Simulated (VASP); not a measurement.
# SnO2 (Cassiterite) (P4_2/mnm) in VASP: a series of runs

The runs below take SnO2 (Cassiterite) through single point, with PBE.

Everything below comes from runs of VASP 6.6.1. Logs are shortened: lines on timing, memory, paths and dates and some standing lists are left out, and cuts for length are marked.

### Step 1. The cell of the first run

Symmetry: P4_2/mnm, No. 136, tetragonal system. The conventional cell has a = 4.738 Å, b = 4.738 Å, c = 3.187 Å, α = 90.00°, β = 90.00°, γ = 90.00°. Sn (site symmetry mmm) has 6 O at 2.05 to 2.06 Å within 2.7 Å. O (site symmetry m2m) has 3 Sn at 2.05 to 2.06 Å and 1 O at 2.59 Å within 2.7 Å.

### Step 2. Single point, PBE

Input file INCAR:

```
ALGO = Normal
EDIFF = 1E-6
ENCUT = 520
GGA = PE
ISIF = 2
ISMEAR = 0
LASPH = T
LCHARG = F
LREAL = F
LWAVE = F
NBANDS = 35
NELM = 100
PREC = Accurate
SIGMA = 0.01
```

Input file KPOINTS:

```
k-points
0
Gamma
  4 4 6
```

Input file POSCAR:

```
SnO2
1.0
    4.7380000000      0.0000000000      0.0000000000
    0.0000000000      4.7380000000      0.0000000000
    0.0000000000      0.0000000000      3.1865000000
Sn O
2 4
Direct
    0.0000000000      0.0000000000      0.0000000000
    0.5000000000      0.5000000000      0.5000000000
    0.3071000000      0.3071000000      0.0000000000
    0.1929000000      0.8071000000      0.5000000000
    0.6929000000      0.6929000000      0.0000000000
    0.8071000000      0.1929000000      0.5000000000
```

Potentials or basis: VASP PAW PBE potentials, release 64 (Sn_d, O).

Started as:

```sh
$ cat potpaw_PBE.64/Sn_d/POTCAR potpaw_PBE.64/O/POTCAR > POTCAR
$ mpirun -np 1 vasp_std > vasp.out
```

OUTCAR:

```text
EDIFF = 1E-6
   ENCUT = 520
   GGA = PE
   ISIF = 2
   ISMEAR = 0
   LASPH = T
   LREAL = F
   NELM = 100
   PREC = Accurate

 ion  position               nearest neighbor table
   1  0.000  0.000  0.000-   4 2.05   6 2.05   4 2.05   6 2.05   5 2.06   3 2.06   2 3.71   2 3.71
                             2 3.71   2 3.71   2 3.71   2 3.71   2 3.71   2 3.71
   2  0.500  0.500  0.500-   3 2.05   5 2.05   3 2.05   5 2.05   4 2.06   6 2.06   1 3.71   1 3.71
                             1 3.71   1 3.71   1 3.71   1 3.71   1 3.71   1 3.71
   3  0.307  0.307  0.000-   2 2.05   2 2.05   1 2.06
   4  0.193  0.807  0.500-   1 2.05   1 2.05   2 2.06
   5  0.693  0.693  0.000-   2 2.05   2 2.05   1 2.06
   6  0.807  0.193  0.500-   1 2.05   1 2.05   2 2.06

  LATTYP: Found a simple tetragonal cell.
 ALAT       =     4.7380000000
 C/A-ratio  =     0.6725411566

  Lattice vectors:

 A1 = (   4.7380000000,   0.0000000000,   0.0000000000)
 A2 = (   0.0000000000,   4.7380000000,   0.0000000000)
 A3 = (   0.0000000000,   0.0000000000,   3.1865000000)

Analysis of symmetry for initial positions (statically):
=====================================================================
 Subroutine PRICEL returns:
 Original cell was already a primitive cell.

 Routine SETGRP: Setting up the symmetry group for a
 simple tetragonal supercell.

 Subroutine GETGRP returns: Found 16 space group operations
 (whereof  8 operations were pure point group operations)
 out of a pool of 16 trial point group operations.

The static configuration has the point symmetry D_2h.
 The point group associated with its full space group is D_4h.

Analysis of symmetry for dynamics (positions and initial velocities):
=====================================================================
 Subroutine PRICEL returns:
 Original cell was already a primitive cell.

 Routine SETGRP: Setting up the symmetry group for a
 simple tetragonal supercell.

 Subroutine GETGRP returns: Found 16 space group operations
 (whereof  8 operations were pure point group operations)
 out of a pool of 16 trial point group operations.

The dynamic configuration has the point symmetry D_2h.
 The point group associated with its full space group is D_4h.

 Subroutine INISYM returns: Found 16 space group operations
 (whereof  8 operations are pure point group operations),
 and found     1 'primitive' translations

----------------------------------------------------------------------------------------

                                     Primitive cell

  volume of cell :      71.5326

  direct lattice vectors                    reciprocal lattice vectors
     4.738000000  0.000000000  0.000000000     0.211059519  0.000000000  0.000000000
     0.000000000  4.738000000  0.000000000     0.000000000  0.211059519  0.000000000
     0.000000000  0.000000000  3.186500000     0.000000000  0.000000000  0.313823945

  length of vectors
     4.738000000  4.738000000  3.186500000     0.211059519  0.211059519  0.313823945

  position of ions in fractional coordinates (direct lattice)
     0.000000000  0.000000000  0.000000000
     0.500000000  0.500000000  0.500000000
     0.307100000  0.307100000  0.000000000
     0.192900000  0.807100000  0.500000000
     0.692900000  0.692900000  0.000000000
     0.807100000  0.192900000  0.500000000

  ion indices of the primitive-cell ions
   primitive index   ion index
                 1           1
                 2           2
                 3           3
                 4           4
                 5           5
                 6           6

----------------------------------------------------------------------------------------

 KPOINTS: k-points

Automatic generation of k-mesh.
 Grid dimensions read from file:
 generate k-points for:    4    4    6

 Generating k-lattice:

  Cartesian coordinates                     Fractional coordinates (reciprocal lattice)
     0.052764880  0.000000000  0.000000000     0.250000000  0.000000000  0.000000000
     0.000000000  0.052764880  0.000000000     0.000000000  0.250000000  0.000000000
     0.000000000  0.000000000  0.052303991     0.000000000  0.000000000  0.166666667

  Length of vectors
     0.052764880  0.052764880  0.052303991

  Shift w.r.t. Gamma in fractional coordinates (k-lattice)
     0.000000000  0.000000000  0.000000000

 Subroutine IBZKPT returns following result:
 ===========================================

 Found     24 irreducible k-points:

 Following reciprocal coordinates:
            Coordinates               Weight
  0.000000  0.000000  0.000000      1.000000
  0.250000  0.000000  0.000000      4.000000
  0.500000  0.000000  0.000000      2.000000
  0.250000  0.250000  0.000000      4.000000
  0.500000  0.250000  0.000000      4.000000
  0.500000  0.500000  0.000000      1.000000
[... 16 lines left out ...]
  0.500000  0.250000  0.500000      4.000000
  0.500000  0.500000  0.500000      1.000000
   k-points           NKPTS =     24   k-points in BZ     NKDIM =     24   number of bands    NBANDS=     35
   number of dos      NEDOS =    301   number of ions     NIONS =      6
   total plane-waves  NPLWV =  31104
   dimension x,y,z NGX =    36 NGY =   36 NGZ =   24
   dimension x,y,z NGXF=    72 NGYF=   72 NGZF=   48
   ions per type =               2   4
   NGX,Y,Z   is equivalent  to a cutoff of  12.63, 12.63, 12.52 a.u.
   NGXF,Y,Z  is equivalent  to a cutoff of  25.26, 25.26, 25.04 a.u.
 SYSTEM =  unknown system
   PREC   = accura    normal or accurate (medium, high low for compatibility)
   ISTART =      0    job   : 0-new  1-cont  2-samecut
   ICHARG =      2    charge: 1-file 2-atom 10-const
   ISPIN  =      1    spin polarized calculation?
   LNONCOLLINEAR =      F non collinear calculations
   LSORBIT =      F    spin-orbit coupling
   LASPH  =      T    aspherical Exc in radial PAW
   ENCUT  =  520.0 eV  38.22 Ry    6.18 a.u.   8.81  8.81  5.92*2*pi/ulx,y,z
   NELM   =    100;   NELMIN=  2; NELMDL= -5     # of ELM steps
   EDIFF  = 0.1E-05   stopping-criterion for ELM
   LREAL  =      F    real-space projection
   EDIFFG = 0.1E-04   stopping-criterion for IOM
   NSW    =      0    number of steps for IOM
   IBRION =     -1    ionic relax: 0-MD 1-quasi-New 2-CG
   NFREE  =      0    steps in history (QN), initial steepest desc. (CG)
   ISIF   =      2    stress and relaxation
   ISYM   =      2    0-nonsym 1-usesym 2-fastsym
   POTIM  = 0.5000    time-step for ionic-motion
   TEBEG  =    0.0;   TEEND  =   0.0 temperature during run
   PSTRESS=    0.0 pullay stress
   NELECT =      52.0000    total number of electrons
   NUPDOWN=      -1.0000    fix difference up-down
   EMIN   =  10.00;   EMAX   =-10.00  energy-range for DOS
   EFERMI =   0.00;   METHOD = LEGACY
   ISMEAR =     0;   SIGMA  =   0.01  broadening in eV -4-tet -1-fermi 0-gaus
   EFERMI_NEDOS =   21; number of points for ismear=-14 and -15
   IALGO  =     38    algorithm
   IMIX   =      4    mixing-type and parameters
     AMIX     =   0.40;   BMIX     =  1.00
     AMIX_MAG =   1.60;   BMIX_MAG =  1.00
  volume/ion in A,a.u.               =      11.92        80.45
  Fermi-wavevector in a.u.,A,eV,Ry     =   1.472000  2.781677 29.480903  2.166785
  Thomas-Fermi vector in A             =   2.587068
   LORBIT       =      0    0 simple, 1 ext, 2 COOP (PROOUT), +10 PAW based schemes
   GGA     = PE    functional components
   LHFCALC =     F    Hartree Fock is set to
   AEXX    =    0.0000 exact exchange contribution
   IVDW    =     0    specifies the selected vdW correction
   LEPSILON=     F    determine dielectric tensor
   LRPA    =     F    only Hartree local field effects (RPA)
 non-spin polarized calculation
 Gauss-broadening in eV      SIGMA  =   0.01
  energy-cutoff  :      520.00
  volume of cell :       71.53
 maximum number of plane-waves:      1992
 NGX is ok and might be reduce to    36
   NGX = 17   NGY = 17   NGZ = 11

 number of electron      51.9999993 magnetization

 Free energy of the ion-electron system (eV)
  ---------------------------------------------------
  ext. energy  EPLUGINS =         0.00000000
  ---------------------------------------------------
  free energy    TOTEN  =       -37.15833262 eV

  energy without entropy =      -37.15833262  energy(sigma->0) =      -37.15833262

 E-fermi :   6.2453     XC(G=0): -11.2574

 val. band max:        6.1439704116   @ k =   0.0000   0.0000   0.0000
 cond. band min:       7.4160197355   @ k =   0.0000   0.0000   0.0000
 fundamental gap:      1.2720493239
 Fermi energy:         6.2453380283

 k-point     1 :       0.0000    0.0000    0.0000
  band No.  band energies     occupation
      1     -14.9633      2.00000
      2     -14.1853      2.00000
      3     -13.9020      2.00000
      4     -13.8801      2.00000
      5     -13.8801      2.00000
      6     -13.8001      2.00000
[... 27 lines left out ...]
     34      18.2536      0.00000
     35      18.7801      0.00000

 k-point     2 :       0.2500    0.0000    0.0000
  band No.  band energies     occupation
      1     -14.8676      2.00000
      2     -14.2984      2.00000
      3     -13.9020      2.00000
      4     -13.8764      2.00000
      5     -13.8762      2.00000
      6     -13.8674      2.00000
[... 27 lines left out ...]
     34      18.3313      0.00000
     35      18.7202      0.00000

 k-point     3 :       0.5000    0.0000    0.0000
  band No.  band energies     occupation
      1     -14.6053      2.00000
      2     -14.6053      2.00000
      3     -13.9000      2.00000
      4     -13.9000      2.00000
      5     -13.8724      2.00000
      6     -13.8724      2.00000
[... 27 lines left out ...]
     34      18.6470      0.00000
     35      18.8238      0.00000

 k-point     4 :       0.2500    0.2500    0.0000
  band No.  band energies     occupation
      1     -14.8185      2.00000
      2     -14.4212      2.00000
      3     -13.8996      2.00000
      4     -13.8813      2.00000
      5     -13.8749      2.00000
      6     -13.8724      2.00000
[... 27 lines left out ...]
     34      18.3038      0.00000
     35      18.5879      0.00000

 k-point     5 :       0.5000    0.2500    0.0000
  band No.  band energies     occupation
      1     -14.6565      2.00000
      2     -14.6565      2.00000
      3     -13.8864      2.00000
      4     -13.8864      2.00000
      5     -13.8776      2.00000
      6     -13.8776      2.00000
[... 638 lines left out ...]
 k-point    22 :       0.2500    0.2500    0.5000
  band No.  band energies     occupation
      1     -14.8906      2.00000
      2     -14.7130      2.00000
      3     -14.2072      2.00000
      4     -13.8887      2.00000
      5     -13.7456      2.00000
      6     -13.7427      2.00000
[... 27 lines left out ...]
     34      18.2456      0.00000
     35      18.7495      0.00000

 k-point    23 :       0.5000    0.2500    0.5000
  band No.  band energies     occupation
      1     -14.8207      2.00000
      2     -14.8207      2.00000
      3     -14.0420      2.00000
      4     -14.0420      2.00000
      5     -13.7430      2.00000
      6     -13.7430      2.00000
[... 27 lines left out ...]
     34      17.7757      0.00000
     35      19.0100      0.00000

 k-point    24 :       0.5000    0.5000    0.5000
  band No.  band energies     occupation
      1     -14.7201      2.00000
      2     -14.7201      2.00000
      3     -14.2146      2.00000
      4     -14.2146      2.00000
      5     -13.7387      2.00000
      6     -13.7387      2.00000
[... 27 lines left out ...]
     34      17.3599      0.00000
     35      19.3410      0.00000

------------------------ aborting loop because EDIFF is reached ----------------------------------------

  FORCE on cell =-STRESS in cart. coord.  units (eV):
  Direction    XX          YY          ZZ          XY          YZ          ZX
  --------------------------------------------------------------------------------------
  -------------------------------------------------------------------------------------
  Total        4.7716292      4.7716292      6.2410121     -0.0000000      0.0000000      0.0000000
  in kB      106.8742870    106.8742870    139.7853211     -0.0000000      0.0000000      0.0000000
  external PRESSURE =     117.8446317 kB  Pullay stress =       0.0000000 kB

 VOLUME and BASIS-vectors are now :
 -----------------------------------------------------------------------------
  energy-cutoff  :      520.00
  volume of cell :       71.53
      direct lattice vectors                 reciprocal lattice vectors
     4.738000000  0.000000000  0.000000000     0.211059519  0.000000000  0.000000000
     0.000000000  4.738000000  0.000000000     0.000000000  0.211059519  0.000000000
     0.000000000  0.000000000  3.186500000     0.000000000  0.000000000  0.313823945

 POSITION                                       TOTAL-FORCE (eV/Angst)
 -----------------------------------------------------------------------------------
      0.00000      0.00000      0.00000         0.000000      0.000000      0.000000
      2.36900      2.36900      1.59325         0.000000      0.000000      0.000000
      1.45504      1.45504      0.00000        -0.207956     -0.207956      0.000000
      0.91396      3.82404      1.59325         0.207956     -0.207956      0.000000
      3.28296      3.28296      0.00000         0.207956      0.207956      0.000000
      3.82404      0.91396      1.59325        -0.207956      0.207956      0.000000
 -----------------------------------------------------------------------------------
    total drift:                               -0.000000      0.000000      0.000000

  FREE ENERGIE OF THE ION-ELECTRON SYSTEM (eV)
  ---------------------------------------------------
  free  energy   TOTEN  =       -37.1583326167 eV

  energy  without entropy=      -37.1583326167  energy(sigma->0) =      -37.15833262
```

It took 66 s on 1 thread of Intel Xeon Platinum 8375C at 2.90GHz (Ice Lake), shared host; peak memory 0.19 GiB.

What came out:

```
Free energy            : -37.1583 eV
Pressure               : 11.8 GPa
Largest force          : 0.294 eV/Å
Band gap on the k mesh : 1.27 eV, direct
```

Forces on the atoms (eV/Å):
```
Sn   0.000  0.000  0.000
Sn   0.000  0.000  0.000
O   -0.208 -0.208  0.000
O    0.208 -0.208  0.000
O    0.208  0.208  0.000
O   -0.208  0.208  0.000
```

Stress tensor (GPa, compression positive):
```
10.69  0.00  0.00
 0.00 10.69  0.00
 0.00  0.00 13.98
```

Caveat: spin-orbit coupling is left out, which moves the levels of the heavy elements. As with any semilocal functional, this PBE gap is likely too small.

### Step 3. Single point, PBE

This run uses another cell than the first one, of 13.35 Å³/atom, 1.120 times its volume.

Input file INCAR:

```
SYSTEM = SnO2
PREC = Accurate
ENCUT = 520
EDIFF = 1E-7
ISMEAR = 0
SIGMA = 0.01
LREAL = .False.
LASPH = .True.
NELM = 100
ALGO = Normal
ISIF = 2
LWAVE = .False.
LCHARG = .True.
GGA = PE
LELF = .True.
LVHAR = .True.
NBANDS = 35
```

Input file KPOINTS:

```
regular mesh
0
Gamma
  4 4 6
  0 0 0
```

Edit POSCAR of step 2 so:

```diff
@@ -2,5 +2,5 @@
 1.0
-    4.7380000000      0.0000000000      0.0000000000
-    0.0000000000      4.7380000000      0.0000000000
-    0.0000000000      0.0000000000      3.1865000000
+    4.9204074109      0.0000000000      0.0000000000
+    0.0000000000      4.9204074109      0.0000000000
+    0.0000000000      0.0000000000      3.3091764911
 Sn O
```

Potentials or basis: VASP PAW PBE potentials, release 64 (Sn_d, O).

Started as:

```sh
$ cat potpaw_PBE.64/Sn_d/POTCAR potpaw_PBE.64/O/POTCAR > POTCAR
$ mpirun -np 1 vasp_std > vasp.out
```

Wall time 93 s (1 thread of Intel Xeon Platinum 8375C at 2.90GHz (Ice Lake), shared host); peak memory 0.22 GiB.

Results (log left out):

| Property | Result |
| --- | --- |
| Free energy | -37.1855 eV |
| Pressure | -8.9 GPa |
| Largest force | 0.118 eV/Å |
| Band gap on the k mesh | 0.05 eV, direct |

Forces in eV/Å, atoms in the order of the input:
```
Sn   0.000  0.000  0.000
Sn   0.000  0.000  0.000
O    0.083  0.083  0.000
O   -0.083  0.083  0.000
O   -0.083 -0.083  0.000
O    0.083 -0.083  0.000
```

Stress tensor (GPa, compression positive):
```
 -7.86   0.00   0.00
  0.00  -7.86   0.00
  0.00   0.00 -11.02
```

Levels at points of the mesh, in eV from the valence-band top:
| k point | band 24 | band 25 | band 26 | band 27 | band 28 | band 29 |
| --- | --- | --- | --- | --- | --- | --- |
| (0.00, 0.00, 0.00) | -0.69 | -0.69 | 0.00 | 0.05 | 5.10 | 5.72 |
| (0.50, 0.00, 0.00) | -1.22 | -0.57 | -0.57 | 3.29 | 3.29 | 6.44 |
| (0.50, 0.50, 0.00) | -1.34 | -0.79 | -0.79 | 3.64 | 3.64 | 6.72 |
| (0.00, 0.00, 0.50) | -1.38 | -1.10 | -1.10 | 4.94 | 4.94 | 8.93 |
| (0.50, 0.00, 0.50) | -0.92 | -0.77 | -0.77 | 5.18 | 5.18 | 7.13 |
| (0.50, 0.50, 0.50) | -0.86 | -0.71 | -0.71 | 3.81 | 3.81 | 8.27 |

Caveat: spin-orbit coupling is left out, which moves the levels of the heavy elements.
